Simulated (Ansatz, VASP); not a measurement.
# One calculation of La2Zr2O, two programs

File INCAR:

```
SYSTEM = La2Zr2O
  ALGO = Normal
  EDIFF = 1E-6
  ENCUT = 520
  GGA = PE
  ISIF = 2
  ISMEAR = 0
  ISPIN = 2
  LASPH = .TRUE.
  LCHARG = .TRUE.
  LELF = .TRUE.
  LMAXMIX = 6
  LORBIT = 11
  LREAL = .FALSE.
  LVHAR = .TRUE.
  LWAVE = .FALSE.
  MAGMOM = 0 0 1 1 0
  NBANDS = 38
  NELM = 150
  PREC = Accurate
  SIGMA = 0.1
```

File KPOINTS:

```
k-points
0
G
  6 6 4
  0 0 0
```

The input POSCAR:

```
La2Zr2O
1.0
    5.1876736520      0.0000000000      0.0000000000
   -2.5938368260      4.4926571692      0.0000000000
    0.0000000000      0.0000000000      6.5200875492
La Zr O
2 2 1
Direct
    0.3333333333      0.6666666667      0.5000000000
    0.6666666667      0.3333333333      0.5000000000
    0.0000000000      0.0000000000      0.8062083894
    0.0000000000      0.0000000000      0.1937916106
    0.0000000000      0.0000000000      0.5000000000
```

Input for Ansatz:

```yaml
crystal:
  lattice:
    - [5.187673652, 0.0, 0.0]
    - [-2.593836826, 4.4926571692, 0.0]
    - [0.0, 0.0, 6.5200875492]
  atoms:
    - { symbol: La, position: [0.3333333333, 0.6666666667, 0.5] }
    - { symbol: La, position: [0.6666666667, 0.3333333333, 0.5] }
    - { symbol: Zr, position: [0.0, 0.0, 0.8062083894], spin: 1.0 }
    - { symbol: Zr, position: [0.0, 0.0, 0.1937916106], spin: 1.0 }
    - { symbol: O, position: [0.0, 0.0, 0.5] }
basis:
  ecutwfc: 420
kpoints:
  mp_grid: { grid: [6, 6, 4] }
hamiltonian:
  xc: pbe
scf:
  occupations: { method: gaussian, width: 0.1 }
  lower_state_search: "off"
output:
  forces: true
  stress: true
  eigenvalues: true
  populations: true
magnetization:
  spin_polarized: true
```

Alike in both runs: task single point; functional PBE; k mesh 6 × 6 × 4; occupations gaussian, width 0.1 eV; collinear spin.

|  | VASP | Ansatz |
| --- | --- | --- |
| version | VASP 6.6.1 | Ansatz 0.2.0 |
| potentials or method | VASP PAW PBE potentials, release 64 (La, Zr_sv, O), cutoff 520 eV | scalar-relativistic, plane waves, PAW |
| valence electrons in the cell | 52 | 52 |

|  | VASP | Ansatz | Ansatz less VASP |
| --- | --- | --- | --- |
| gap on the k mesh at the Fermi level (eV) | none | none | - |
| pressure (GPa) | 0.1 | 0.1 | -0.05 |
| traceless stress, the component that is largest in VASP (GPa) | 0.10 | -0.10 | -0.198 |
| rms of the force components (eV/Å) | 0.015 | 0.013 | -0.0015 |
| net moment per atom (μB) | 0.00 | 0.00 | -0.001 |

Atom by atom the forces differ by 0.001 eV/Å (rms over components). A gap of «none» marks a metal or a gap that the smearing closes. Ansatz's warnings: seeded moment not kept.

Spin-orbit coupling is off throughout.
